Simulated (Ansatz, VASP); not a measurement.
# Two plane-wave programs on H

Contents of INCAR:

```
ALGO = Normal ; EDIFF = 1E-6
EDIFFG = -0.005 ; ENCUT = 600
GGA = PE ; IBRION = 2
ISIF = 3 ; ISMEAR = -1
LASPH = True ; LCHARG = False
LREAL = False ; LWAVE = False
NELM = 100 ; NSW = 100
PREC = Accurate ; SIGMA = 0.05
```

KPOINTS

```
k-points
0
Gamma
  14 14 14
```

File POSCAR:

```
H
1.0
    0.0000000000      2.2322827293      2.2322827293
    2.2322827293      0.0000000000      2.2322827293
    2.2322827293      2.2322827293      0.0000000000
H
2
Direct
    0.0000000000      0.0000000000      0.0000000000
    0.2500000000      0.2500000000      0.2500000000
```

Input for Ansatz:

```yaml
crystal:
  lattice:
    - [0.0, 2.2322827293, 2.2322827293]
    - [2.2322827293, 0.0, 2.2322827293]
    - [2.2322827293, 2.2322827293, 0.0]
  atoms:
    - { symbol: H, position: [0.0, 0.0, 0.0] }
    - { symbol: H, position: [0.25, 0.25, 0.25] }
kpoints:
  mp_grid: { grid: [14, 14, 14] }
scf:
  occupations: { method: fermi_dirac, width: 0.05 }
hamiltonian:
  xc: pbe
  pseudopotentials: { kind: paw, azcp: { folder: soft_1 } }
output:
  forces: true
  stress: true
relax:
  f_tol: 0.005
  max_steps: 80
  cell: {}
```

Alike in both runs: task relaxation of cell and atoms; functional PBE; k mesh 14 × 14 × 14; occupations fermi-dirac, width 0.05 eV; no spin polarisation.

```csv
,VASP,Ansatz
version,VASP 6.6.1,Ansatz 0.2.0
potentials or method,"VASP PAW PBE potentials, release 64 (H)","PAW with Ansatz's earlier generated frozen-core files (soft_1), scalar-relativistic"
plane-wave cutoff (eV),600,420
valence electrons in the cell,2,2
```

|  | VASP | Ansatz | Ansatz less VASP |
| --- | --- | --- | --- |
| relaxed volume (Å³/atom) | 3.42 | 3.41 | -0.004 |
| relaxed cell length with the largest relative difference (Å) | 2.130 | 2.129 | -0.0009 |

Noted on VASP's run: the volume moved by over 15 % at a fixed basis, so the end points are rough.
